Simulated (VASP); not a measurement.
# Si2W (C2/m) in VASP: further runs

Runs on Si2W. Level: PBE. Tasks: electric field gradients.

Program: VASP 6.6.1. These are calculated values, not measurements. Logs are shortened: lines on timing, memory, paths and dates and some standing lists are left out, and cuts for length are marked.

### 1 The cell of the first run

The structure is monoclinic, space group C2/m (No. 12). Conventional cell: a = 4.588 Å, b = 4.497 Å, c = 4.503 Å, α = 90.00°, β = 119.00°, γ = 90.00°. Si (site symmetry m) has 9 Si at 2.60 to 3.21 Å and 5 W at 2.61 to 2.68 Å within 3.4 Å. Within 3.4 Å of W (site symmetry 2/m) lie 10 Si at 2.61 to 2.68 Å and 4 W at 3.21 Å.

### 2 Electric field gradients, PBE (equal xy, yz and zx shear strains of +2 %)

Input file INCAR:

```
SYSTEM = Si2W
ALGO = Normal ; EDIFF = 1E-8
ENCUT = 520 ; GGA = PE
ISIF = 2 ; ISMEAR = -1
LASPH = .TRUE. ; LCHARG = .FALSE.
LEFG = .TRUE. ; LREAL = .FALSE.
LWAVE = .FALSE. ; NBANDS = 18
NELM = 80 ; PREC = Accurate
SIGMA = 0.05
```

Input file KPOINTS:

```
k-points
0
G
  11 11 14
  0 0 0
```

Input file POSCAR:

```
Si2W
1.0
   -1.5505400000      1.6293400000      3.9400000000
    1.6293400000     -1.5505400000      3.9400000000
    1.5826600000      1.5826600000     -3.9078800000
Si W
2 1
Direct
    0.3330000000      0.3330000000      0.0000000000
    0.6670000000      0.6670000000      0.0000000000
    0.0000000000      0.0000000000      0.0000000000
```

Potentials or basis: VASP PAW PBE potentials, release 64 (Si, W_sv).

Started as:

```console
> cat potpaw_PBE.64/Si/POTCAR potpaw_PBE.64/W_sv/POTCAR > POTCAR
> mpirun -np 1 vasp_std > vasp.out
```

OUTCAR:

```text
SYSTEM = Si2W
   EDIFF = 1E-8
   ENCUT = 520
   GGA = PE
   ISIF = 2
   ISMEAR = -1
   LASPH = .TRUE.
   LREAL = .FALSE.
   NELM = 80
   PREC = Accurate

 ion  position               nearest neighbor table
   1  0.333  0.333  0.000-   2 2.60   2 2.60   3 2.61   3 2.61   2 2.61   3 2.61   3 2.62   2 2.63
                             2 2.67   3 2.68
   2  0.667  0.667  0.000-   1 2.60   1 2.60   3 2.61   3 2.61   1 2.61   3 2.61   3 2.62   1 2.63
                             1 2.67   3 2.68
   3  0.000  0.000  0.000-   2 2.61   2 2.61   1 2.61   1 2.61   1 2.61   2 2.61   2 2.62   1 2.62
                             2 2.68   1 2.68

  Warning from LATTYP: Got some problem with cell dimensions!
  Tried to take original basis but could not verify dimensions!
  LATTYP: Found a base centered monoclinic cell.
 ALAT       =     4.5883282278
 B/A-ratio  =     0.9801019455
 C/A-ratio  =     0.9815034405
 COS(beta)  =    -0.4848020557

  Lattice vectors:

 A1 = (  -0.0321200000,  -3.2120000000,  -0.0321200000)
 A2 = (  -3.2120000000,  -0.0321200000,  -0.0321200000)
 A3 = (   1.5826600000,   1.5826600000,  -3.9078800000)

Analysis of symmetry for initial positions (statically):
=====================================================================
 Subroutine PRICEL returns:
 Original cell was already a primitive cell.

 Routine SETGRP: Setting up the symmetry group for a
 base centered monoclinic supercell.

 Subroutine GETGRP returns: Found  4 space group operations
 (whereof  4 operations were pure point group operations)
 out of a pool of  4 trial point group operations.

The static configuration has the point symmetry C_2h.

Analysis of symmetry for dynamics (positions and initial velocities):
=====================================================================
 Subroutine PRICEL returns:
 Original cell was already a primitive cell.

 Routine SETGRP: Setting up the symmetry group for a
 base centered monoclinic supercell.

 Subroutine GETGRP returns: Found  4 space group operations
 (whereof  4 operations were pure point group operations)
 out of a pool of  4 trial point group operations.

The dynamic configuration has the point symmetry C_2h.

 Subroutine INISYM returns: Found  4 space group operations
 (whereof  4 operations are pure point group operations),
 and found     1 'primitive' translations

----------------------------------------------------------------------------------------

                                     Primitive cell

  volume of cell :      40.6366

  direct lattice vectors                    reciprocal lattice vectors
    -1.550540000  1.629340000  3.940000000    -0.004339830  0.310137446  0.123845577
     1.629340000 -1.550540000  3.940000000     0.310137446 -0.004339830  0.123845577
     1.582660000  1.582660000 -3.907880000     0.308311055  0.308311055 -0.006166221

  length of vectors
     4.536796571  4.536796571  4.503459942     0.333978736  0.333978736  0.436061275

  position of ions in fractional coordinates (direct lattice)
     0.333000000  0.333000000  1.000000000
     0.667000000  0.667000000  1.000000000
     0.000000000  0.000000000  0.000000000

  ion indices of the primitive-cell ions
   primitive index   ion index
                 1           1
                 2           2
                 3           3

----------------------------------------------------------------------------------------

 KPOINTS: k-points

Automatic generation of k-mesh.
 Grid dimensions read from file:
 generate k-points for:   11   11   14

 Generating k-lattice:

  Cartesian coordinates                     Fractional coordinates (reciprocal lattice)
    -0.000394530  0.028194313  0.011258689     0.090909091 -0.000000000  0.000000000
     0.028194313 -0.000394530  0.011258689    -0.000000000  0.090909091  0.000000000
     0.022022218  0.022022218 -0.000440444     0.000000000  0.000000000  0.071428571

  Length of vectors
     0.030361703  0.030361703  0.031147234

  Shift w.r.t. Gamma in fractional coordinates (k-lattice)
     0.000000000  0.000000000  0.000000000

 Subroutine IBZKPT returns following result:
 ===========================================

 Found    468 irreducible k-points:

 Following reciprocal coordinates:
            Coordinates               Weight
  0.000000  0.000000  0.000000      1.000000
  0.090909  0.000000 -0.000000      4.000000
  0.181818 -0.000000  0.000000      4.000000
  0.272727  0.000000 -0.000000      4.000000
  0.363636  0.000000 -0.000000      4.000000
  0.454545 -0.000000 -0.000000      4.000000
[... 16 lines left out ...]
 -0.272727  0.181818  0.000000      4.000000
 -0.181818  0.181818  0.000000      2.000000
 [... further k-points ...]
   k-points           NKPTS =    468   k-points in BZ     NKDIM =    468   number of bands    NBANDS=     18
   number of dos      NEDOS =    301   number of ions     NIONS =      3
   total plane-waves  NPLWV =  46656
   dimension x,y,z NGX =    36 NGY =   36 NGZ =   36
   dimension x,y,z NGXF=    72 NGYF=   72 NGZF=   72
   ions per type =               2   1
   NGX,Y,Z   is equivalent  to a cutoff of  13.19, 13.19, 13.29 a.u.
   NGXF,Y,Z  is equivalent  to a cutoff of  26.38, 26.38, 26.58 a.u.
 SYSTEM =  Si2W
   PREC   = accura    normal or accurate (medium, high low for compatibility)
   ISTART =      0    job   : 0-new  1-cont  2-samecut
   ICHARG =      2    charge: 1-file 2-atom 10-const
   ISPIN  =      1    spin polarized calculation?
   LNONCOLLINEAR =      F non collinear calculations
   LSORBIT =      F    spin-orbit coupling
   LASPH  =      T    aspherical Exc in radial PAW
   ENCUT  =  520.0 eV  38.22 Ry    6.18 a.u.   8.44  8.44  8.37*2*pi/ulx,y,z
   NELM   =     80;   NELMIN=  2; NELMDL= -5     # of ELM steps
   EDIFF  = 0.1E-07   stopping-criterion for ELM
   LREAL  =      F    real-space projection
   EDIFFG = 0.1E-06   stopping-criterion for IOM
   NSW    =      0    number of steps for IOM
   IBRION =     -1    ionic relax: 0-MD 1-quasi-New 2-CG
   NFREE  =      0    steps in history (QN), initial steepest desc. (CG)
   ISIF   =      2    stress and relaxation
   ISYM   =      2    0-nonsym 1-usesym 2-fastsym
   POTIM  = 0.5000    time-step for ionic-motion
   TEBEG  =    0.0;   TEEND  =   0.0 temperature during run
   PSTRESS=    0.0 pullay stress
   NELECT =      22.0000    total number of electrons
   NUPDOWN=      -1.0000    fix difference up-down
   EMIN   =  10.00;   EMAX   =-10.00  energy-range for DOS
   EFERMI =   0.00;   METHOD = LEGACY
   ISMEAR =    -1;   SIGMA  =   0.05  broadening in eV -4-tet -1-fermi 0-gaus
   EFERMI_NEDOS =   21; number of points for ismear=-14 and -15
   IALGO  =     38    algorithm
   IMIX   =      4    mixing-type and parameters
     AMIX     =   0.40;   BMIX     =  1.00
     AMIX_MAG =   1.60;   BMIX_MAG =  1.00
  volume/ion in A,a.u.               =      13.55        91.41
  Fermi-wavevector in a.u.,A,eV,Ry     =   1.334268  2.521401 24.222063  1.780271
  Thomas-Fermi vector in A             =   2.463063
   LORBIT       =      0    0 simple, 1 ext, 2 COOP (PROOUT), +10 PAW based schemes
   GGA     = PE    functional components
   LHFCALC =     F    Hartree Fock is set to
   AEXX    =    0.0000 exact exchange contribution
   IVDW    =     0    specifies the selected vdW correction
   LEPSILON=     F    determine dielectric tensor
   LRPA    =     F    only Hartree local field effects (RPA)
 non-spin polarized calculation
  energy-cutoff  :      520.00
  volume of cell :       40.64
 maximum number of plane-waves:      1112
 NGX is ok and might be reduce to    36
   NGX = 17   NGY = 17   NGZ = 17

 number of electron      22.0000000 magnetization

 Free energy of the ion-electron system (eV)
  ---------------------------------------------------
  ext. energy  EPLUGINS =         0.00000000
  ---------------------------------------------------
  free energy    TOTEN  =       -24.77968837 eV

  energy without entropy =      -24.77758233  energy(sigma->0) =      -24.77863535

 E-fermi :  11.9191     XC(G=0): -12.5064

 val. band max:       11.9157763883   @ k =   0.2727   0.2727   0.2143
 cond. band min:      11.9316246319   @ k =  -0.3636   0.4545   0.3571
 fundamental gap:      0.0158482436
 Fermi energy:        11.9190509090

 k-point     1 :       0.0000    0.0000    0.0000
  band No.  band energies     occupation
      1     -61.9717      2.00000
      2     -26.2428      2.00000
      3     -26.1989      2.00000
      4     -26.1965      2.00000
      5      -2.1621      2.00000
      6       5.0986      2.00000
[... 10 lines left out ...]
     17      17.4454      0.00000
     18      17.4860      0.00000

 k-point     2 :       0.0909    0.0000   -0.0000
  band No.  band energies     occupation
      1     -61.9711      2.00000
      2     -26.2426      2.00000
      3     -26.2140      2.00000
      4     -26.1961      2.00000
      5      -2.0075      2.00000
      6       5.1180      2.00000
[... 10 lines left out ...]
     17      17.4814      0.00000
     18      18.0278      0.00000

 k-point     3 :       0.1818   -0.0000    0.0000
  band No.  band energies     occupation
      1     -61.9695      2.00000
      2     -26.2658      2.00000
      3     -26.2336      2.00000
      4     -26.1919      2.00000
      5      -1.5526      2.00000
      6       5.0890      2.00000
[... 10 lines left out ...]
     17      17.9495      0.00000
     18      19.3043      0.00000

 k-point     4 :       0.2727    0.0000   -0.0000
  band No.  band energies     occupation
      1     -61.9674      2.00000
      2     -26.3244      2.00000
      3     -26.2304      2.00000
      4     -26.1864      2.00000
      5      -0.8228      2.00000
      6       4.6714      2.00000
[... 375 lines left out ...]
      4     -26.2161      2.00000
      5       0.4056      2.00000
      6       4.2938      2.00000
[... 10 lines left out ...]
     17      18.2057      0.00000
     18      19.6829      0.00000

 k-point    23 :      -0.2727    0.1818    0.0000
  band No.  band energies     occupation
      1     -61.9652      2.00000
      2     -26.3167      2.00000
      3     -26.2517      2.00000
      4     -26.2204      2.00000
      5      -0.4653      2.00000
      6       5.4891      2.00000
[... 10 lines left out ...]
     17      17.9127      0.00000
     18      19.4514      0.00000

 k-point    24 :      -0.1818    0.1818    0.0000
  band No.  band energies     occupation
      1     -61.9674      2.00000
      2     -26.2607      2.00000
      3     -26.2557      2.00000
      4     -26.2246      2.00000
      5      -1.1031      2.00000
      6       5.9493      2.00000
[... 10 lines left out ...]
     17      19.3123      0.00000
     18      19.3306      0.00000

 [... further k-points ...]
[... 5 lines left out ...]
  --------------------------------------------------------------------------------------
  -------------------------------------------------------------------------------------
  Total        0.7559599      0.7559599      0.0711868     -0.9875041     -0.9933455     -0.9933456
  in kB       29.8051635     29.8051635      2.8066755    -38.9342339    -39.1645418    -39.1645443
  external PRESSURE =      20.8056675 kB  Pullay stress =       0.0000000 kB

 VOLUME and BASIS-vectors are now :
 -----------------------------------------------------------------------------
  energy-cutoff  :      520.00
  volume of cell :       40.64
      direct lattice vectors                 reciprocal lattice vectors
    -1.550540000  1.629340000  3.940000000    -0.004339830  0.310137446  0.123845577
     1.629340000 -1.550540000  3.940000000     0.310137446 -0.004339830  0.123845577
     1.582660000  1.582660000 -3.907880000     0.308311055  0.308311055 -0.006166221

 POSITION                                       TOTAL-FORCE (eV/Angst)
 -----------------------------------------------------------------------------------
      0.02624      0.02624      2.62404         0.013969      0.013969      0.204849
      0.05256      0.05256      5.25596        -0.013969     -0.013969     -0.204849
      0.00000      0.00000      0.00000         0.000000      0.000000     -0.000000
 -----------------------------------------------------------------------------------
    total drift:                                0.000000      0.000000     -0.000000

  FREE ENERGIE OF THE ION-ELECTRON SYSTEM (eV)
  ---------------------------------------------------
  free  energy   TOTEN  =       -24.7796883731 eV

  energy  without entropy=      -24.7775823318  energy(sigma->0) =      -24.77863535

 Electric field gradients (V/A^2)
---------------------------------------------------------------------
 ion       V_xx      V_yy      V_zz      V_xy      V_xz      V_yz
---------------------------------------------------------------------
   1       4.548     4.548    -9.096     4.402     3.372     3.372
   2       4.548     4.548    -9.096     4.402     3.372     3.372
   3      62.251    62.251  -124.501    30.688    26.492    26.492
---------------------------------------------------------------------

 Electric field gradients after diagonalization (V/A^2)
 (convention: |V_zz| > |V_xx| > |V_yy|)
----------------------------------------------------------------------
 ion       V_xx      V_yy      V_zz     asymmetry (V_yy - V_xx)/ V_zz
----------------------------------------------------------------------
   1      10.133     0.146   -10.279       0.972
   2      10.133     0.146   -10.279       0.972
   3      99.213    31.562  -130.775       0.517
----------------------------------------------------------------------

           NMR quadrupolar parameters

 Cq : quadrupolar parameter    Cq=e*Q*V_zz/h
 eta: asymmetry parameters     (V_yy - V_xx)/ V_zz
 Q  : nuclear electric quadrupole moment in mb (millibarn)
----------------------------------------------------------------------
 ion       Cq(MHz)       eta       Q (mb)
----------------------------------------------------------------------
   1      -0.025       0.972       1.000
   2      -0.025       0.972       1.000
   3      -0.316       0.517       1.000
----------------------------------------------------------------------
```

Run time: 4.2 min. Hardware: 1 thread of Intel Xeon Platinum 8488C (Sapphire Rapids), shared host; peak memory 0.45 GiB.

Results:

* Free energy: -24.7797 eV
* Pressure: 2.1 GPa
* Largest force: 0.206 eV/Å
* Band gap on the k mesh: zero (band 11 reaches 12.58 eV, above the bottom of band 12 at 11.42 eV)

Forces in eV/Å, atoms in the order of the input:
```
Si   0.014  0.014  0.205
Si  -0.014 -0.014 -0.205
W    0.000  0.000  0.000
```

Electric field gradients, principal values (V/Å²):
| atom | least | middle | greatest (by size) |
| --- | --- | --- | --- |
| 1 Si | 0.146 | 10.133 | -10.279 |
| 2 Si | 0.146 | 10.133 | -10.279 |
| 3 W | 31.562 | 99.213 | -130.775 |

Caveat: the cell differs from its parent crystal (equal xy, yz and zx shear strains of +2 %); without QUAD_EFG the Cq values of the log hold for a quadrupole moment of 1 mb, not for the nuclei; spin-orbit coupling is left out, which moves the levels of the heavy elements.

### 3 Electric field gradients, PBE (equal xy, yz and zx shear strains of +1 %)

Input file INCAR:

```
SYSTEM = Si2W
PREC     = Accurate       ! precision mode
ENCUT    = 520            ! plane-wave cutoff, eV
EDIFF    = 1E-8           ! SCF threshold, eV
ISMEAR   = -1             ! smearing method
SIGMA    = 0.05           ! smearing width, eV
LREAL    = .False.        ! projectors in reciprocal space
LASPH    = .True.         ! aspherical terms in the spheres
NELM     = 80             ! most SCF steps
ALGO     = Normal         ! electronic algorithm
ISIF     = 2              ! what is computed and relaxed
LWAVE    = .False.        ! write WAVECAR
LCHARG   = .False.        ! write CHGCAR
GGA      = PE             ! functional
LEFG     = .True.       
NBANDS   = 18             ! bands
```

Input file KPOINTS:

```
regular mesh
0
Gamma
  11 11 14
  0 0 0
```

Input file POSCAR:

```
Si2W
1.0
   -1.5782700000      1.6176700000      3.9400000000
    1.6176700000     -1.5782700000      3.9400000000
    1.5943300000      1.5943300000     -3.9239400000
Si W
2 1
Direct
    0.3330000000      0.3330000000      0.0000000000
    0.6670000000      0.6670000000      0.0000000000
    0.0000000000      0.0000000000      0.0000000000
```

Potentials or basis: VASP PAW PBE potentials, release 64 (Si, W_sv).

Started as:

```console
> cat potpaw_PBE.64/Si/POTCAR potpaw_PBE.64/W_sv/POTCAR > POTCAR
> mpirun -np 1 vasp_std > vasp.out
```

OUTCAR:

```text
SYSTEM = Si2W
   PREC = Accurate
   ENCUT = 520
   EDIFF = 1E-8
   ISMEAR = -1
   LREAL = .False.
   LASPH = .True.
   NELM = 80
   ISIF = 2
   GGA = PE

 ion  position               nearest neighbor table
   1  0.333  0.333  0.000-   2 2.61   2 2.61   2 2.61   3 2.62   3 2.62   3 2.62   3 2.62   2 2.63
                             2 2.65   3 2.65
   2  0.667  0.667  0.000-   1 2.61   1 2.61   1 2.61   3 2.62   3 2.62   3 2.62   3 2.62   1 2.63
                             1 2.65   3 2.65
   3  0.000  0.000  0.000-   2 2.62   2 2.62   1 2.62   1 2.62   1 2.62   2 2.62   2 2.62   1 2.62
                             2 2.65   1 2.65

[... 736 lines left out ...]
 Electric field gradients (V/A^2)
---------------------------------------------------------------------
 ion       V_xx      V_yy      V_zz      V_xy      V_xz      V_yz
---------------------------------------------------------------------
   1       4.539     4.539    -9.078     2.276     1.726     1.726
   2       4.539     4.539    -9.078     2.276     1.726     1.726
   3      62.537    62.537  -125.074    15.453    13.461    13.461
---------------------------------------------------------------------

 Electric field gradients after diagonalization (V/A^2)
 (convention: |V_zz| > |V_xx| > |V_yy|)
----------------------------------------------------------------------
 ion       V_xx      V_yy      V_zz     asymmetry (V_yy - V_xx)/ V_zz
----------------------------------------------------------------------
   1       7.181     2.264    -9.445       0.521
   2       7.181     2.264    -9.445       0.521
   3      79.759    47.084  -126.843       0.258
----------------------------------------------------------------------

           NMR quadrupolar parameters

 Cq : quadrupolar parameter    Cq=e*Q*V_zz/h
 eta: asymmetry parameters     (V_yy - V_xx)/ V_zz
 Q  : nuclear electric quadrupole moment in mb (millibarn)
----------------------------------------------------------------------
 ion       Cq(MHz)       eta       Q (mb)
----------------------------------------------------------------------
   1      -0.023       0.521       1.000
   2      -0.023       0.521       1.000
   3      -0.307       0.258       1.000
----------------------------------------------------------------------
```

stdout:

```text
POSCAR found type information on POSCAR SiW
 POSCAR found :  2 types and       3 ions
 scaLAPACK will be used
 LDA part: xc-table for (Slater+PW92), standard interpolation
 POSCAR, INCAR and KPOINTS ok, starting setup
 FFT: planning ... GRIDC
 FFT: planning ... GRID_SOFT
 FFT: planning ... GRID
 WAVECAR not read
 entering main loop
ion   1

ion   2

ion   3
```

Run time: 6 min. Hardware: 1 thread of Intel Xeon Platinum 8488C (Sapphire Rapids), shared host; peak memory 0.45 GiB.

Results:

```
Free energy            : -24.8022 eV
Pressure               : 1.8 GPa
Largest force          : 0.212 eV/Å
Band gap on the k mesh : zero (band 11 reaches 12.60 eV, above the bottom of band 12 at 11.37 eV)
```

Forces in eV/Å, atoms in the order of the input:
```
Si   0.009  0.009  0.211
Si  -0.009 -0.009 -0.211
W    0.000  0.000  0.000
```

Stress tensor (GPa, compression positive):
```
 2.72 -1.97 -2.01
-1.97  2.72 -2.01
-2.01 -2.01  0.09
```

Electric field gradients, principal values (V/Å²):
```csv
atom,least,middle,greatest (by size)
1 Si,2.264,7.181,-9.445
2 Si,2.264,7.181,-9.445
3 W,47.084,79.759,-126.843
```

Caveat: the cell differs from its parent crystal (equal xy, yz and zx shear strains of +1 %); without QUAD_EFG the Cq values of the log hold for a quadrupole moment of 1 mb, not for the nuclei; spin-orbit coupling is left out, which moves the levels of the heavy elements.

(Continued in part 2 of 2.)
